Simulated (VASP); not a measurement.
HfZr2Si2:

```xyz
5
Lattice="3.9839 0.0000 0.0000 -1.9920 3.4502 0.0000 0.0000 0.0000 6.4296" Properties=species:S:1:pos:R:3 pbc="T T T"
Zr    0.0000    2.3001    4.9915
Zr    1.9920    1.1501    1.4382
Hf    0.0000    0.0000    3.2148
Si    0.0000    0.0000    5.5371
Si    0.0000    0.0000    0.8925
```

The cell was generated, and may not be a known phase.

* Program: VASP 6.6.1
* Task: relaxation of cell and atoms
* Functional: PBE
* Potentials or basis: VASP PAW PBE potentials, release 64 (Zr_sv, Hf_pv, Si)
* Cutoff: 600 eV
* k mesh: 6 × 6 × 4
* Occupations: gaussian, width 0.1 eV
* Spin: no spin polarisation

At the start: pressure 54.9 GPa; volume 17.68 Å³/atom.

Problem. Where does the relaxation end?

Solution. Over 17 steps the energy falls by 1182.9 meV/atom and the volume is 25.37 Å³/atom (+43.6 %); space group P-3m1 (No. 164, to 0.1 Å) before and after.

The path:
| step | energy change (eV) | largest force (eV/Å) | pressure (GPa) | volume (Å³) |
| --- | --- | --- | --- | --- |
| 1 | 0.0000 | 8.8247 | 54.88 | 88.38 |
| 2 | -2.1657 | 0.7838 | -9.78 | 188.90 |
| 3 | -4.6605 | 3.0303 | 4.45 | 125.51 |
| 4 | -5.1028 | 1.0992 | -6.01 | 141.13 |
| 5 | -5.1305 | 1.4800 | -4.36 | 137.81 |
| 6 | -5.5739 | 0.5899 | -2.67 | 131.49 |
| 7 | -5.5859 | 0.5766 | -2.12 | 130.41 |
| 8 | -5.6531 | 0.6049 | 1.31 | 124.42 |
| 9 | -5.6535 | 0.6030 | 1.07 | 124.78 |
| 10 | -5.7024 | 0.6241 | 0.73 | 125.17 |
| 11 | -5.7787 | 0.5680 | 0.01 | 126.12 |
| 12 | -5.8217 | 0.4840 | -0.17 | 126.37 |
| 13 | -5.8917 | 0.4330 | -0.56 | 127.13 |
| 14 | -5.8943 | 0.5932 | -0.62 | 127.31 |
| 15 | -5.9122 | 0.2284 | 0.24 | 126.25 |
| 16 | -5.9128 | 0.1540 | 0.42 | 126.04 |
| 17 | -5.9147 | 0.0182 | -0.04 | 126.87 |

Final structure:
```
CELL_PARAMETERS angstrom
4.41591 0.00000 0.00000
-2.20796 3.82429 0.00000
0.00000 0.00000 7.51270
ATOMIC_POSITIONS crystal
Zr 0.33333 0.66667 0.72008
Zr 0.66667 0.33333 0.27992
Hf 0.00000 0.00000 0.50000
Si 0.00000 0.00000 0.84824
Si 0.00000 0.00000 0.15176
```

Caveat: the volume moved by over 15 % at a fixed basis, so the end points are rough.
